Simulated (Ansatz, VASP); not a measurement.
## One calculation of Si2Mo, two programs

```
CELL_PARAMETERS angstrom
-1.60123 1.60123 3.90968
1.60123 -1.60123 3.90968
1.60123 1.60123 -3.90968
ATOMIC_POSITIONS crystal
Si 0.33535 0.33535 0.00000
Si 0.66465 0.66465 0.00000
Mo 0.00000 0.00000 0.00000
```

Alike in both runs: task single point; functional r2SCAN; k mesh 13 × 13 × 13; occupations fermi-dirac, width 0.1 eV; no spin polarisation.

|  | VASP | Ansatz |
| --- | --- | --- |
| version | VASP 6.6.1 | Ansatz 0.2.0 |
| potentials or method | VASP PAW PBE potentials, release 64 (Si, Mo_sv), cutoff 520 eV | PAW plane waves |
| valence electrons in the cell | 22 | 22 |

|  | VASP | Ansatz | Ansatz less VASP |
| --- | --- | --- | --- |
| pressure (GPa) | 0.3 | 0.0 | -0.32 |
| traceless stress, the component that is largest in VASP (GPa) | 0.02 | 0.06 | +0.041 |
| rms of the force components (eV/Å) | 0.009 | 0.006 | -0.0034 |

VASP's potentials were made for PBE, not for r2SCAN. Atom by atom the forces differ by 0.003 eV/Å (rms over components).
